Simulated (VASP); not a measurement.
AlIn, 2 atoms in the cell. It takes space group P6/mmm (No. 191, hexagonal). The conventional cell has a = 3.054 Å, b = 3.054 Å, c = 5.828 Å, α = 90.00°, β = 90.00°, γ = 120.00°. Al (site symmetry 6/mmm) has 2 In at 2.91 Å and 6 Al at 3.05 Å within 3.8 Å. In (site symmetry 6/mmm) has 2 Al at 2.91 Å and 6 In at 3.05 Å within 3.8 Å. 

```yaml
Program: VASP 6.6.1
Task: single point
Functional: PBE-based screened hybrid
Potentials_or_basis: VASP PAW PBE potentials, release 64 (Al, In_d)
Cutoff: 520 eV
k_mesh: 5 × 5 × 3
Occupations: fermi-dirac, width 0.05 eV
Spin: no spin polarisation
Dipole_correction: no
Grid_for_exact_exchange_PRECFOCK: Normal
Share_of_exact_exchange: 0.25
Further_INCAR_settings: ALGO = Normal; EDIFF = 1e-06; NBANDS = 15
Screening_parameter: 0.3 1/Å
```

Potentials or basis: VASP PAW PBE potentials, release 64 (Al, In_d).

Command:

```bash
$ cat potpaw_PBE.64/Al/POTCAR potpaw_PBE.64/In_d/POTCAR > POTCAR
$ cp INCAR.step1 INCAR
$ mpirun -np 1 vasp_std > vasp.out
$ cp INCAR.step2 INCAR
$ mpirun -np 1 vasp_std > vasp.out
```

Hardware: 1 thread of AMD EPYC 9R45 96-Core Processor (Zen 5), with other jobs on the host.

Question: How long does it take, and how much memory?

Answer: Wall time 5 min on 1 thread of AMD EPYC 9R45 96-Core Processor (Zen 5), on a shared host, peak memory 0.24 GiB. Counts: k points 10.
